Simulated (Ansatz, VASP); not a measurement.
**One calculation of Pt, two programs**

Contents of INCAR:

```
PREC = Accurate
ENCUT = 520
EDIFF = 1E-6
ISMEAR = 0
SIGMA = 0.15
LREAL = False
LASPH = True
NELM = 100
ALGO = Fast
ISIF = 2
LWAVE = False
LCHARG = False
GGA = PE
NBANDS = 11
```

File KPOINTS:

```
regular mesh
0
Gamma
  20 20 20
```

POSCAR

```
Pt
1.0
   -0.0992482356      1.9750398879      1.9750398879
    1.9750398879     -0.0992482356      1.9750398879
    1.9750398879      1.9750398879     -0.0992482356
Pt
1
Direct
    0.0000000000      0.0000000000      0.0000000000
```

Input for Ansatz:

```yaml
crystal:
  lattice:
    - [-0.0992482356, 1.9750398879, 1.9750398879]
    - [1.9750398879, -0.0992482356, 1.9750398879]
    - [1.9750398879, 1.9750398879, -0.0992482356]
  atoms:
    - { symbol: Pt, position: [0.0, 0.0, 0.0] }
basis:
  ecutwfc: 420
kpoints:
  mp_grid: { grid: [20, 20, 20] }
hamiltonian:
  xc: pbe
  pseudopotentials: { kind: paw, azcp: { folder: soft_1 } }
scf:
  occupations: { method: gaussian, width: 0.15 }
output:
  forces: true
  stress: true
  eigenvalues: true
```

Change from the starting cell: equal engineering shear yz, xz and xy -0.0500, equal normal strain along x, y and z +0.0200.

Alike in both runs: task single point; functional PBE; k mesh 20 × 20 × 20; occupations gaussian, width 0.15 eV; no spin polarisation.

|  | VASP | Ansatz |
| --- | --- | --- |
| version | VASP 6.6.1 | Ansatz 0.2.0 |
| potentials or method | VASP PAW PBE potentials, release 64 (Pt), cutoff 520 eV | scalar-relativistic, plane waves, PAW |
| valence electrons in the cell | 10 | 18 |

Ansatz gave:

```
gap on the k mesh at the Fermi level (eV)                     : none
pressure (GPa)                                                : -11.0
traceless stress, the component that is largest in VASP (GPa) : 2.36
```

Task: Estimate VASP's values.

Result: gap on the k mesh at the Fermi level (eV): none; pressure (GPa): -11.3; traceless stress, the component that is largest in VASP (GPa): 2.35.

A gap of «none» marks a metal or a gap that the smearing closes. The functional is the same, so the differences come from potentials, cutoffs and numerics. VASP's potentials hold 10 valence electrons a cell and Ansatz's 18, so a difference there can come from the potentials and not from the codes.

Neither program's run includes spin-orbit coupling.
